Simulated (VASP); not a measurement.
The system is Zn.

```
CELL_PARAMETERS angstrom
1.55763 -4.94114 0.00000
1.55763 4.94114 0.00000
0.00000 0.00000 4.12232
ATOMIC_POSITIONS crystal
Zn 0.09800 0.90200 0.91000
Zn 0.59800 0.40200 0.59000
Zn 0.90200 0.09800 0.09000
Zn 0.40200 0.59800 0.41000
```

| Property | Result |
| --- | --- |
| Program | VASP 6.6.1 |
| Task | relaxation of cell and atoms |
| Functional | PBE |
| Potentials or basis | VASP PAW PBE potentials, release 64 (Zn) |
| Cutoff | 600 eV |
| k mesh | 6 × 6 × 4 |
| Occupations | gaussian, width 0.1 eV |
| Spin | no spin polarisation |

At the start: pressure 45.7 GPa; volume 15.86 Å³/atom.

**Question.** Where does the relaxation end?

**Answer.** Over 21 steps the energy falls by 1450.6 meV/atom and the volume is 16.44 Å³/atom (+3.6 %); space group Fmmm (No. 69, to 0.05 Å).

The path:
| step | energy change (eV) | largest force (eV/Å) | pressure (GPa) | volume (Å³) |
| --- | --- | --- | --- | --- |
| 1 | 0.0000 | 6.4094 | 45.71 | 63.45 |
| 2 | -3.9237 | 0.0928 | -5.50 | 114.60 |
| 3 | -4.5022 | 0.7344 | -2.52 | 90.32 |
| 4 | -4.5004 | 0.7711 | -2.13 | 89.72 |
| 5 | -4.6571 | 0.8186 | -2.35 | 86.27 |
| 6 | -5.1808 | 0.9099 | -2.62 | 76.44 |
| 7 | -5.4059 | 0.8090 | 10.63 | 59.05 |
| 8 | -5.5266 | 0.8542 | 0.98 | 67.40 |
| 9 | -5.5597 | 0.7901 | 4.78 | 62.97 |
| 10 | -5.6317 | 0.4823 | 4.17 | 62.74 |
| 11 | -5.6349 | 0.4570 | 4.13 | 62.68 |
| 12 | -5.6995 | 0.3088 | 1.32 | 64.94 |
| 13 | -5.7174 | 0.1933 | -0.91 | 67.15 |
| 14 | -5.7275 | 0.1435 | -0.57 | 66.81 |
| 15 | -5.7400 | 0.0634 | -0.22 | 66.26 |
| 16 | -5.7486 | 0.1255 | 0.64 | 65.16 |
| 17 | -5.7491 | 0.0761 | 0.26 | 65.44 |
| 18 | -5.7604 | 0.0775 | 0.21 | 65.46 |
| 19 | -5.7941 | 0.1377 | 0.13 | 65.43 |
| 20 | -5.7947 | 0.1453 | 0.16 | 65.40 |
| 21 | -5.8023 | 0.0259 | -0.07 | 65.76 |

Final structure:
```yaml
crystal:
  lattice:
    - [1.49975, -5.20671, 0.00000]
    - [1.49975, 5.20671, 0.00000]
    - [0.00000, 0.00000, 4.21073]
  atoms:
    - { symbol: Zn, position: [0.13181, 0.86819, 0.00063] }
    - { symbol: Zn, position: [0.63181, 0.36819, 0.49937] }
    - { symbol: Zn, position: [0.86819, 0.13181, 0.99937] }
    - { symbol: Zn, position: [0.36819, 0.63181, 0.50063] }
```

Caveat: the k points lie up to 0.37 Å⁻¹ apart in the final cell.
